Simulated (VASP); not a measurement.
Set up this calculation in VASP 6.6.1, as the native input.

```
Task                   : single point
Functional             : PBEsol
Potentials or basis    : VASP PAW PBE potentials, release 64 (Hf_pv)
Cutoff                 : 520 eV
k mesh                 : 14 × 14 × 14
Occupations            : fermi-dirac, width 0.1 eV
Spin                   : no spin polarisation
Dipole correction      : no
Further INCAR settings : ALGO = Normal; EDIFF = 1e-07; NBANDS = 11
```

The structure of Hf lies in POSCAR:

```
Hf
1.0
    0.0000000000      2.2387626845      2.2387626845
    2.2387626845      0.0000000000      2.2387626845
    2.2387626845      2.2387626845      0.0000000000
Hf
1
Direct
    0.0000000000      0.0000000000      0.0000000000
```

This cell differs from its parent crystal: volume scaled by 1.04.

The input as run:

INCAR

```
SYSTEM = Hf
  ALGO = Normal
  EDIFF = 1E-7
  ENCUT = 520
  GGA = PS
  ISIF = 2
  ISMEAR = -1
  LASPH = .True.
  LCHARG = .False.
  LREAL = .False.
  LWAVE = .False.
  NBANDS = 11
  NELM = 80
  PREC = Accurate
  SIGMA = 0.1
```

KPOINTS

```
k-points
0
Gamma
  14 14 14
  0 0 0
```

Potentials or basis: VASP PAW PBE potentials, release 64 (Hf_pv).

Run with:

```sh
$ cat potpaw_PBE.64/Hf_pv/POTCAR > POTCAR
$ mpirun -np 1 vasp_std > vasp.out
```

Results of the run:

```
Pressure               : -4.2 GPa
Band gap on the k mesh : zero (band 5 reaches 5.95 eV, above the bottom of band 6 at 3.92 eV)
```

Caveat: the PAW data sets were made with another functional, which shifts forces and pressure a little; spin-orbit coupling is left out, which moves the levels of the heavy elements.

Wall time 13 s on 1 thread of Intel Xeon 6975P-C, on a shared host, peak memory 0.15 GiB.
